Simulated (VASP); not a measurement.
# In3As (P4/mmm) in VASP: a series of runs

In3As is run at these levels: PBE+D3(BJ); tasks: single point.

All numbers are computed with VASP 6.6.1; they aren't measurements. Logs are shortened: lines on timing, memory, paths and dates and some standing lists are left out, and cuts for length are marked.

### 1 The cell of the first run

Symmetry: P4/mmm, No. 123, tetragonal system. The conventional cell has a = 4.858 Å, b = 4.858 Å, c = 4.130 Å, α = 90.00°, β = 90.00°, γ = 90.00°. Within 4.2 Å of In (site symmetry mmm) lie 10 In at 3.19 to 4.13 Å and 4 As at 3.19 Å. Within 4.2 Å of In (site symmetry 4/mmm) lie 10 In at 3.19 to 4.13 Å and 4 As at 3.44 Å. As (site symmetry 4/mmm) has 12 In at 3.19 to 3.44 Å and 2 As at 4.13 Å within 4.2 Å.

### 2 Single point, PBE+D3(BJ)

File INCAR:

```
SYSTEM = In3As
ALGO     = Fast           ! electronic algorithm
EDIFF    = 1E-7           ! SCF threshold, eV
ENCUT    = 520            ! plane-wave cutoff, eV
GGA      = PE             ! functional
ISIF     = 2              ! what is computed and relaxed
ISMEAR   = 0              ! smearing method
IVDW     = 12             ! dispersion correction
LASPH    = .True.         ! aspherical terms in the spheres
LCHARG   = .False.        ! write CHGCAR
LREAL    = .False.        ! projectors in reciprocal space
LWAVE    = .False.        ! write WAVECAR
NBANDS   = 30             ! bands
NELM     = 80             ! most SCF steps
PREC     = Accurate       ! precision mode
SIGMA    = 0.15           ! smearing width, eV
```

File KPOINTS:

```
k-points
0
Gamma
  12 12 12
  0 0 0
```

File POSCAR:

```
In3As
1.0
    4.8583233396      0.0000000000      0.0000000000
    0.0000000000      4.8583233396      0.0000000000
    0.0000000000      0.0000000000      4.1295748387
In As
3 1
Direct
    0.0000000000      0.5000000000      0.5000000000
    0.5000000000      0.0000000000      0.5000000000
    0.5000000000      0.5000000000      0.0000000000
    0.0000000000      0.0000000000      0.0000000000
```

Potentials or basis: VASP PAW PBE potentials, release 64 (In_d, As).

Started as:

```sh
$ cat potpaw_PBE.64/In_d/POTCAR potpaw_PBE.64/As/POTCAR > POTCAR
$ mpirun -np 1 vasp_std > vasp.out
```

OUTCAR:

```text
SYSTEM = In3As
   EDIFF = 1E-7
   ENCUT = 520
   GGA = PE
   ISIF = 2
   ISMEAR = 0
   IVDW = 12
   LASPH = .True.
   LREAL = .False.
   NELM = 80
   PREC = Accurate
 IVDW          = 12

 ion  position               nearest neighbor table
   1  0.000  0.500  0.500-   3 3.19   4 3.19   3 3.19   4 3.19   4 3.19   4 3.19   3 3.19   3 3.19
                             2 3.44   2 3.44   2 3.44   2 3.44
   2  0.500  0.000  0.500-   3 3.19   4 3.19   3 3.19   4 3.19   3 3.19   3 3.19   4 3.19   4 3.19
                             1 3.44   1 3.44   1 3.44   1 3.44
   3  0.500  0.500  0.000-   1 3.19   2 3.19   1 3.19   2 3.19   2 3.19   2 3.19   1 3.19   1 3.19
                             4 3.44   4 3.44   4 3.44   4 3.44
   4  0.000  0.000  0.000-   1 3.19   2 3.19   1 3.19   2 3.19   1 3.19   1 3.19   2 3.19   2 3.19
                             3 3.44   3 3.44   3 3.44   3 3.44

  LATTYP: Found a simple tetragonal cell.
 ALAT       =     4.8583233396
 C/A-ratio  =     0.8500000000

  Lattice vectors:

 A1 = (   4.8583233396,   0.0000000000,   0.0000000000)
 A2 = (   0.0000000000,   4.8583233396,   0.0000000000)
 A3 = (   0.0000000000,   0.0000000000,   4.1295748387)

Analysis of symmetry for initial positions (statically):
=====================================================================
 Subroutine PRICEL returns:
 Original cell was already a primitive cell.

 Routine SETGRP: Setting up the symmetry group for a
 simple tetragonal supercell.

 Subroutine GETGRP returns: Found 16 space group operations
 (whereof 16 operations were pure point group operations)
 out of a pool of 16 trial point group operations.

The static configuration has the point symmetry D_4h.

Analysis of symmetry for dynamics (positions and initial velocities):
=====================================================================
 Subroutine PRICEL returns:
 Original cell was already a primitive cell.

 Routine SETGRP: Setting up the symmetry group for a
 simple tetragonal supercell.

 Subroutine GETGRP returns: Found 16 space group operations
 (whereof 16 operations were pure point group operations)
 out of a pool of 16 trial point group operations.

The dynamic configuration has the point symmetry D_4h.

 Subroutine INISYM returns: Found 16 space group operations
 (whereof 16 operations are pure point group operations),
 and found     1 'primitive' translations

----------------------------------------------------------------------------------------

                                     Primitive cell

  volume of cell :      97.4716

  direct lattice vectors                    reciprocal lattice vectors
     4.858323340  0.000000000  0.000000000     0.205832327  0.000000000  0.000000000
     0.000000000  4.858323340  0.000000000     0.000000000  0.205832327  0.000000000
     0.000000000  0.000000000  4.129574839     0.000000000  0.000000000  0.242155679

  length of vectors
     4.858323340  4.858323340  4.129574839     0.205832327  0.205832327  0.242155679

  position of ions in fractional coordinates (direct lattice)
     0.000000000  0.500000000  0.500000000
     0.500000000  0.000000000  0.500000000
     0.500000000  0.500000000  0.000000000
     0.000000000  0.000000000  0.000000000

  ion indices of the primitive-cell ions
   primitive index   ion index
                 1           1
                 2           2
                 3           3
                 4           4

----------------------------------------------------------------------------------------

 KPOINTS: k-points

Automatic generation of k-mesh.
 Grid dimensions read from file:
 generate k-points for:   12   12   12

 Generating k-lattice:

  Cartesian coordinates                     Fractional coordinates (reciprocal lattice)
     0.017152694  0.000000000  0.000000000     0.083333333  0.000000000  0.000000000
     0.000000000  0.017152694  0.000000000     0.000000000  0.083333333  0.000000000
     0.000000000  0.000000000  0.020179640     0.000000000  0.000000000  0.083333333

  Length of vectors
     0.017152694  0.017152694  0.020179640

  Shift w.r.t. Gamma in fractional coordinates (k-lattice)
     0.000000000  0.000000000  0.000000000

 Subroutine IBZKPT returns following result:
 ===========================================

 Found    196 irreducible k-points:

 Following reciprocal coordinates:
            Coordinates               Weight
  0.000000  0.000000  0.000000      1.000000
  0.083333  0.000000  0.000000      4.000000
  0.166667  0.000000  0.000000      4.000000
  0.250000  0.000000  0.000000      4.000000
  0.333333  0.000000  0.000000      4.000000
  0.416667  0.000000  0.000000      4.000000
[... 16 lines left out ...]
  0.333333  0.333333  0.000000      4.000000
  0.416667  0.333333  0.000000      8.000000
 [... further k-points ...]
   k-points           NKPTS =    196   k-points in BZ     NKDIM =    196   number of bands    NBANDS=     30
   number of dos      NEDOS =    301   number of ions     NIONS =      4
   total plane-waves  NPLWV =  41472
   dimension x,y,z NGX =    36 NGY =   36 NGZ =   32
   dimension x,y,z NGXF=    72 NGYF=   72 NGZF=   64
   ions per type =               3   1
   NGX,Y,Z   is equivalent  to a cutoff of  12.32, 12.32, 12.88 a.u.
   NGXF,Y,Z  is equivalent  to a cutoff of  24.64, 24.64, 25.76 a.u.
 SYSTEM =  In3As
   PREC   = accura    normal or accurate (medium, high low for compatibility)
   ISTART =      0    job   : 0-new  1-cont  2-samecut
   ICHARG =      2    charge: 1-file 2-atom 10-const
   ISPIN  =      1    spin polarized calculation?
   LNONCOLLINEAR =      F non collinear calculations
   LSORBIT =      F    spin-orbit coupling
   LASPH  =      T    aspherical Exc in radial PAW
   ENCUT  =  520.0 eV  38.22 Ry    6.18 a.u.   9.03  9.03  7.68*2*pi/ulx,y,z
   NELM   =     80;   NELMIN=  2; NELMDL= -5     # of ELM steps
   EDIFF  = 0.1E-06   stopping-criterion for ELM
   LREAL  =      F    real-space projection
   EDIFFG = 0.1E-05   stopping-criterion for IOM
   NSW    =      0    number of steps for IOM
   IBRION =     -1    ionic relax: 0-MD 1-quasi-New 2-CG
   NFREE  =      0    steps in history (QN), initial steepest desc. (CG)
   ISIF   =      2    stress and relaxation
   ISYM   =      2    0-nonsym 1-usesym 2-fastsym
   POTIM  = 0.5000    time-step for ionic-motion
   TEBEG  =    0.0;   TEEND  =   0.0 temperature during run
   PSTRESS=    0.0 pullay stress
   NELECT =      44.0000    total number of electrons
   NUPDOWN=      -1.0000    fix difference up-down
   EMIN   =  10.00;   EMAX   =-10.00  energy-range for DOS
   EFERMI =   0.00;   METHOD = LEGACY
   ISMEAR =     0;   SIGMA  =   0.15  broadening in eV -4-tet -1-fermi 0-gaus
   EFERMI_NEDOS =   21; number of points for ismear=-14 and -15
   IALGO  =     68    algorithm
   IMIX   =      4    mixing-type and parameters
     AMIX     =   0.40;   BMIX     =  1.00
     AMIX_MAG =   1.60;   BMIX_MAG =  1.00
  volume/ion in A,a.u.               =      24.37       164.44
  Fermi-wavevector in a.u.,A,eV,Ry     =   1.255836  2.373186 21.458083  1.577125
  Thomas-Fermi vector in A             =   2.389574
   LORBIT       =      0    0 simple, 1 ext, 2 COOP (PROOUT), +10 PAW based schemes
   GGA     = PE    functional components
   LHFCALC =     F    Hartree Fock is set to
   AEXX    =    0.0000 exact exchange contribution
   IVDW    =    12    specifies the selected vdW correction
   LEPSILON=     F    determine dielectric tensor
   LRPA    =     F    only Hartree local field effects (RPA)
 non-spin polarized calculation
 RMM-DIIS sequential band-by-band and
 Gauss-broadening in eV      SIGMA  =   0.15
  energy-cutoff  :      520.00
  volume of cell :       97.47
 maximum number of plane-waves:      2644
   NGX = 19   NGY = 19   NGZ = 15

 number of electron      43.9999990 magnetization

 Free energy of the ion-electron system (eV)
  ---------------------------------------------------
  ext. energy  EPLUGINS =         0.00000000
  ---------------------------------------------------
  free energy    TOTEN  =       -12.02516622 eV

  energy without entropy =      -12.00517601  energy(sigma->0) =      -12.01517111

 E-fermi :   7.2008     XC(G=0): -10.3556

 val. band max:        7.1992169800   @ k =   0.0000   0.0000   0.0833
 cond. band min:       7.2104930655   @ k =   0.3333   0.0000   0.1667
 fundamental gap:      0.0112760855
 Fermi energy:         7.2008032095

 k-point     1 :       0.0000    0.0000    0.0000
  band No.  band energies     occupation
      1      -7.6540      2.00000
      2      -7.6540      2.00000
      3      -7.6416      2.00000
      4      -7.5494      2.00000
      5      -7.5114      2.00000
      6      -7.3725      2.00000
[... 22 lines left out ...]
     29      12.6087      0.00000
     30      13.3818      0.00000

 k-point     2 :       0.0833    0.0000    0.0000
  band No.  band energies     occupation
      1      -7.6532      2.00000
      2      -7.6443      2.00000
      3      -7.6351      2.00000
      4      -7.5437      2.00000
      5      -7.5084      2.00000
      6      -7.3689      2.00000
[... 22 lines left out ...]
     29      12.9060      0.00000
     30      13.7543      0.00000

 k-point     3 :       0.1667    0.0000    0.0000
  band No.  band energies     occupation
      1      -7.6508      2.00000
      2      -7.6163      2.00000
      3      -7.6156      2.00000
      4      -7.5271      2.00000
      5      -7.5003      2.00000
      6      -7.3582      2.00000
[... 22 lines left out ...]
     29      13.5456      0.00000
     30      14.5741      0.00000

 k-point     4 :       0.2500    0.0000    0.0000
  band No.  band energies     occupation
      1      -7.6475      2.00000
      2      -7.5881      2.00000
      3      -7.5698      2.00000
      4      -7.5012      2.00000
      5      -7.4894      2.00000
      6      -7.3404      2.00000
[... 22 lines left out ...]
     29      14.3566      0.00000
     30      15.5661      0.00000

 k-point     5 :       0.3333    0.0000    0.0000
  band No.  band energies     occupation
      1      -7.6442      2.00000
      2      -7.5557      2.00000
      3      -7.5101      2.00000
      4      -7.4779      2.00000
      5      -7.4693      2.00000
      6      -7.3170      2.00000
[... 22 lines left out ...]
     29      14.2431      0.00000
     30      14.9230      0.00000
[... 526 lines left out ...]
     29      12.6282      0.00000
     30      12.7450      0.00000

 k-point    22 :       0.5000    0.2500    0.0000
  band No.  band energies     occupation
      1      -7.5580      2.00000
      2      -7.4714      2.00000
      3      -7.4235      2.00000
      4      -7.4182      2.00000
      5      -7.3880      2.00000
      6      -7.3191      2.00000
[... 22 lines left out ...]
     29      12.3710      0.00000
     30      12.9344      0.00000

 k-point    23 :       0.3333    0.3333    0.0000
  band No.  band energies     occupation
      1      -7.5164      2.00000
      2      -7.4850      2.00000
      3      -7.4830      2.00000
      4      -7.4269      2.00000
      5      -7.4201      2.00000
      6      -7.3247      2.00000
[... 22 lines left out ...]
     29      12.4872      0.00000
     30      12.5778      0.00000

 k-point    24 :       0.4167    0.3333    0.0000
  band No.  band energies     occupation
      1      -7.5016      2.00000
      2      -7.4570      2.00000
      3      -7.4270      2.00000
      4      -7.4131      2.00000
      5      -7.4034      2.00000
      6      -7.3335      2.00000
[... 22 lines left out ...]
     29      11.9661      0.00000
     30      12.5259      0.00000

 [... further k-points ...]

------------------------ aborting loop because EDIFF is reached ----------------------------------------

 Edisp (eV)   -1.45961

 E8    (eV) :    -0.7003

  FORCE on cell =-STRESS in cart. coord.  units (eV):
  Direction    XX          YY          ZZ          XY          YZ          ZX
  --------------------------------------------------------------------------------------
  -------------------------------------------------------------------------------------
  Total      -0.15565    -0.15565    -0.17030     0.00000     0.00000     0.00000
  in kB      -2.55845    -2.55845    -2.79923     0.00000     0.00000     0.00000
  external pressure =       -2.64 kB  Pullay stress =        0.00 kB

 VOLUME and BASIS-vectors are now :
 -----------------------------------------------------------------------------
  energy-cutoff  :      520.00
  volume of cell :       97.47
      direct lattice vectors                 reciprocal lattice vectors
     4.858323340  0.000000000  0.000000000     0.205832327  0.000000000  0.000000000
     0.000000000  4.858323340  0.000000000     0.000000000  0.205832327  0.000000000
     0.000000000  0.000000000  4.129574839     0.000000000  0.000000000  0.242155679

 POSITION                                       TOTAL-FORCE (eV/Angst)
 -----------------------------------------------------------------------------------
      0.00000      2.42916      2.06479         0.000000      0.000000      0.000000
      2.42916      0.00000      2.06479         0.000000      0.000000      0.000000
      2.42916      2.42916      0.00000         0.000000      0.000000      0.000000
      0.00000      0.00000      0.00000         0.000000      0.000000      0.000000
 -----------------------------------------------------------------------------------
    total drift:                                0.000000      0.000000      0.000000

  FREE ENERGIE OF THE ION-ELECTRON SYSTEM (eV)
  ---------------------------------------------------
  free  energy   TOTEN  =       -13.4847759622 eV

  energy  without entropy=      -13.4647857553  energy(sigma->0) =      -13.47478086
```

Run time: 4.2 min. Hardware: 1 thread of Intel Xeon 6975P-C (Granite Rapids), shared host; peak memory 0.55 GiB.

Results:

- Free energy: -13.4848 eV
- Pressure: -0.3 GPa
- Band gap on the k mesh: zero (bands 22 and 23 overlap by 5.05 eV)
- Dispersion energy per atom: -0.365 eV

Caveat: spin-orbit coupling is left out, which moves the levels of the heavy elements.

### 3 Single point, PBE+D3(BJ)

This run uses another cell than the first one, of the same volume but with other edges.

File INCAR:

```
PREC = Accurate
ENCUT = 520
EDIFF = 1E-6
ISMEAR = 0
SIGMA = 0.15
LREAL = F
LASPH = T
NELM = 60
ALGO = Fast
ISIF = 2
LWAVE = F
LCHARG = F
GGA = PE
IVDW = 12
NBANDS = 30
```

File KPOINTS:

```
regular mesh
0
Gamma
  12 12 12
```

File POSCAR:

```
In3As
1.0
    4.3307752076      0.0000000000      0.0000000000
    0.0000000000      4.3307752076      0.0000000000
    0.0000000000      0.0000000000      5.1969302492
In As
3 1
Direct
    0.0000000000      0.5000000000      0.5000000000
    0.5000000000      0.0000000000      0.5000000000
    0.5000000000      0.5000000000      0.0000000000
    0.0000000000      0.0000000000      0.0000000000
```

Potentials or basis: VASP PAW PBE potentials, release 64 (In_d, As).

Started as:

```sh
$ cat potpaw_PBE.64/In_d/POTCAR potpaw_PBE.64/As/POTCAR > POTCAR
$ mpirun -np 1 vasp_std > vasp.out
```

Run time: 3 min. Hardware: 1 thread of Intel Xeon 6975P-C (Granite Rapids), shared host; peak memory 0.55 GiB.

Results (log left out):

```
Free energy                : -13.4457 eV
Pressure                   : 0.0 GPa
Band gap on the k mesh     : zero (bands 22 and 23 overlap by 4.77 eV)
Dispersion energy per atom : -0.365 eV
```

Stress tensor (GPa, compression positive):
```
 0.28  0.00  0.00
 0.00  0.28  0.00
 0.00  0.00 -0.45
```

Levels at points of the mesh, in eV from the Fermi level:
```
           k point  band 19  band 20  band 21  band 22  band 23  band 24  band 25  band 26
(0.00, 0.00, 0.00)    -2.63    -2.63    -2.63    -0.69     1.64     1.64     1.97     4.50
(0.50, 0.00, 0.00)    -2.59    -2.34    -1.13    -1.03     0.79     0.82     1.33     4.20
(0.50, 0.50, 0.00)    -5.60    -1.65    -1.29    -0.97    -0.97     0.07     1.20     1.20
(0.00, 0.00, 0.50)    -1.82    -1.82    -0.21    -0.03    -0.03     0.13     2.10     3.13
(0.50, 0.00, 0.50)    -6.29    -0.68     0.11     0.63     1.39     2.29     2.46     2.63
(0.50, 0.50, 0.50)    -4.32    -4.24    -4.24    -4.14    -3.61     2.88     4.91     4.91
```

Caveat: spin-orbit coupling is left out, which moves the levels of the heavy elements.
